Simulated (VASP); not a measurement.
A run of VASP 6.6.1 is set up as follows.

Contents of INCAR:

```
PREC = Accurate ; ENCUT = 520
EDIFF = 1E-7 ; ISMEAR = -1
SIGMA = 0.05 ; LREAL = False
LASPH = True ; NELM = 60
ALGO = Normal ; ISIF = 2
LWAVE = False ; LCHARG = False
GGA = PE ; IVDW = 12
NBANDS = 53
```

File KPOINTS:

```
Automatic mesh
0
Gamma
  4 4 3
```

POSCAR

```
Hf2Pd2Se2Br2O3
1.0
    5.7607000000      0.0000000000      0.0000000000
   -0.5224700000      5.8472000000      0.0000000000
   -1.4884500000     -0.8866300000      6.6503700000
Hf Pd Se Br O
2 2 2 2 3
Direct
    0.7454000000      0.3960200000      0.3498900000
    0.2876300000      0.4532200000      0.5940100000
    0.9085400000      0.1329400000      0.8484900000
    0.2524900000      0.9032300000      0.3587400000
    0.6346900000      0.4035500000      0.9371600000
    0.6259700000      0.7817400000      0.5302300000
    0.8527300000      0.9908900000      0.1535500000
    0.2252600000      0.8208400000      0.8622300000
    0.9604000000      0.2892500000      0.5902600000
    0.4323300000      0.2452400000      0.4086400000
    0.0745700000      0.5830800000      0.3668200000
```

Potentials or basis: VASP PAW PBE potentials, release 64 (Hf_pv, Pd, Se, Br, O).

The run is started by

```bash
$ cat potpaw_PBE.64/Hf_pv/POTCAR potpaw_PBE.64/Pd/POTCAR potpaw_PBE.64/Se/POTCAR potpaw_PBE.64/Br/POTCAR potpaw_PBE.64/O/POTCAR > POTCAR
$ mpirun -np 1 vasp_std > vasp.out
```

(1) What does it give for the dispersion energy per atom?

(2) Estimate the pressure.

(3) Predict the band gap on the k mesh.

## Answers

(1) -0.282 eV.

(2) -2.9 GPa.

(3) 0.20 eV (least direct gap 0.34 eV).

Caveat: three body term missing; semilocal functionals underestimate gaps, and a narrow one can read as zero; spin-orbit coupling is left out, which moves the levels of the heavy elements.
